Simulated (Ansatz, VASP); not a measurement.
Ru: VASP and Ansatz over several settings

```
Ru
1.0
     2.66923    0.00000    0.00000
    -1.33462    2.31162    0.00000
     0.00000    0.00000    4.22403
Ru
2
Direct
  0.66667 0.33333 0.75000
  0.33333 0.66667 0.25000
```

Single points on this cell with VASP 6.6.1 and Ansatz 0.2.0. Each row is one pair of runs. Alike in all rows: spin: off; smearing: fermi-dirac, width 0.05 eV.

```tsv
level	k mesh	VASP's potentials, cutoff	Ansatz's potentials, cutoff	gap on the k mesh at the Fermi level (eV), VASP	gap on the k mesh at the Fermi level (eV), Ansatz	pressure (GPa), VASP	pressure (GPa), Ansatz
r2SCAN	11 × 11 × 6	VASP PAW PBE potentials, release 64 (Ru_pv), 520 eV	Ansatz PAW, 500 eV	none	none	14.6	12.8
revPBE+D3(BJ)	11 × 11 × 6	VASP PAW PBE potentials, release 64 (Ru_pv), 520 eV	Ansatz PAW, 420 eV	none	none	7.0	7.0
BLYP+D4	11 × 11 × 6	VASP PAW PBE potentials, release 64 (Ru_pv), 520 eV	Ansatz PAW, 420 eV	none	none	23.0	22.0
SVWN5	11 × 11 × 6	VASP PAW PBE potentials, release 64 (Ru_pv), 520 eV	Ansatz PAW, 420 eV	none	none	1.4	1.4
r2SCAN+rVV10	11 × 11 × 6	VASP PAW PBE potentials, release 64 (Ru_pv), 520 eV	Ansatz PAW, 500 eV	none	none	12.4	10.0
B3LYP5	6 × 6 × 3	VASP PAW PBE potentials, release 64 (Ru_pv), 520 eV	Ansatz PAW, 420 eV	none	none	23.1	21.9
HSE06	6 × 6 × 3	VASP PAW PBE potentials, release 64 (Ru_pv), 520 eV	Ansatz PAW, 420 eV	none	none	6.4	5.6
r2SCAN+D3(BJ)	11 × 11 × 6	VASP PAW PBE potentials, release 64 (Ru_sv), 660 eV	Ansatz PAW, 500 eV	none	none	9.2	9.0
```

Pressure (GPa): the two programs differ by at most 2.35.

VASP's potentials hold 28 valence electrons a cell and Ansatz's 32 in some rows, so a difference there can come from the potentials and not from the codes.

A gap of «none» marks a metal or a gap that the smearing closes.

The k mesh is coarse in some rows, so the values compare programs but aren't converged.
